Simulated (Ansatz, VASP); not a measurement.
Two plane-wave programs on WSe2

File INCAR:

```
SYSTEM = WSe2
  ALGO = Normal
  DIPOL = 0.5 0.5 0.389
  EDIFF = 1E-7
  ENCUT = 520
  GGA = PE
  IDIPOL = 3
  ISIF = 2
  ISMEAR = 0
  IVDW = 12
  LASPH = .True.
  LCHARG = .False.
  LDIPOL = .True.
  LREAL = .False.
  LWAVE = .False.
  NBANDS = 35
  NELM = 100
  PREC = Accurate
  SIGMA = 0.05
```

KPOINTS

```
k-points
0
Gamma
  9 9 1
  0 0 0
```

POSCAR

```
WSe2
1.0
    3.2854927591      0.0000000000      0.0000000000
   -1.6427463796      2.8453201933      0.0000000000
    0.0000000000      0.0000000000     24.2386469112
Se W
4 2
Direct
    0.3333333333      0.6666666667      0.1856539277
    0.3333333333      0.6666666667      0.3246601794
    1.0000000000      1.0000000000      0.4529676717
    1.0000000000      1.0000000000      0.5919739235
    0.6666666667      0.3333333333      0.2551570535
    0.6666666667      1.3333333333      0.5224707976
```

Input for Ansatz:

```yaml
crystal:
  lattice:
    - [3.2854927591, 0.0, 0.0]
    - [-1.6427463796, 2.8453201933, 0.0]
    - [0.0, 0.0, 24.2386469112]
  atoms:
    - { symbol: Se, position: [0.3333333333, 0.6666666667, 0.1856539277] }
    - { symbol: W, position: [0.6666666667, 0.3333333333, 0.2551570535] }
    - { symbol: Se, position: [0.3333333333, 0.6666666667, 0.3246601794] }
    - { symbol: Se, position: [1.0, 1.0, 0.4529676717] }
    - { symbol: W, position: [0.6666666667, 1.3333333333, 0.5224707976] }
    - { symbol: Se, position: [1.0, 1.0, 0.5919739235] }
basis:
  ecutwfc: 420
kpoints:
  mp_grid: { grid: [9, 9, 1] }
hamiltonian:
  xc: pbe
  pseudopotentials: { kind: paw, azcp: { folder: soft_1 } }
  dispersion: d3bj
scf:
  occupations: { method: gaussian, width: 0.05 }
output:
  forces: true
  eigenvalues: true
efield:
  axis: 3
  dipole_correction: true
  ramp_width: 0.04
```

Alike in both runs: task single point; functional PBE; dispersion D3(BJ); k mesh 9 × 9 × 1; occupations gaussian, width 0.05 eV; no spin polarisation.

|  | VASP | Ansatz |
| --- | --- | --- |
| version | VASP 6.6.1 | Ansatz 0.2.0 |
| potentials or method | VASP PAW PBE potentials, release 64 (Se, W_sv), cutoff 520 eV | scalar-relativistic, plane waves, PAW |
| valence electrons in the cell | 52 | 92 |

|  | VASP | Ansatz | Ansatz less VASP |
| --- | --- | --- | --- |
| gap on the k mesh at the Fermi level (eV) | 1.44 | 1.45 | +0.004 |
| least direct gap on the mesh (eV) | 1.66 | 1.66 | +0.004 |
| rms of the force components (eV/Å) | 0.023 | 0.028 | +0.0048 |

VASP's potentials hold 52 valence electrons a cell and Ansatz's 92, so a difference there can come from the potentials and not from the codes.

Spin-orbit coupling is off throughout.
